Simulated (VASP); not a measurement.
Input of a VASP 6.6.1 run:

INCAR

```
SYSTEM = Cu
ALGO = Fast ; EDIFF = 1E-6
ENCUT = 520 ; GGA = PS
ISIF = 2 ; ISMEAR = 0
LASPH = .True. ; LCHARG = .True.
LELF = .True. ; LREAL = .False.
LVHAR = .True. ; LWAVE = .False.
NBANDS = 12 ; NELM = 100
PREC = Accurate ; SIGMA = 0.15
```

File KPOINTS:

```
k-points
0
Gamma
  24 24 24
  0 0 0
```

File POSCAR:

```
Cu
1.0
   -1.4427933200      1.4427933200      1.4104834862
    1.4427933200     -1.4427933200      1.4104834862
    1.4427933200      1.4427933200     -1.4104834862
Cu
1
Direct
    0.0000000000      0.0000000000      0.0000000000
```

Potentials or basis: VASP PAW PBE potentials, release 64 (Cu).

Launch:

```bash
$ cat potpaw_PBE.64/Cu/POTCAR > POTCAR
$ mpirun -np 1 vasp_std > vasp.out
```

(1) Predict the pressure.

(2) What does it give for the band gap on the k mesh?

Answers

(1) -4.5 GPa.

(2) zero (an odd number of electrons rules out a gap without spin polarisation).

Caveat: the cell differs from its parent crystal (strain +0.000 along x and y, +0.025 along z); the cell stands under tension; the PAW data sets were made with another functional, which shifts forces and pressure a little.
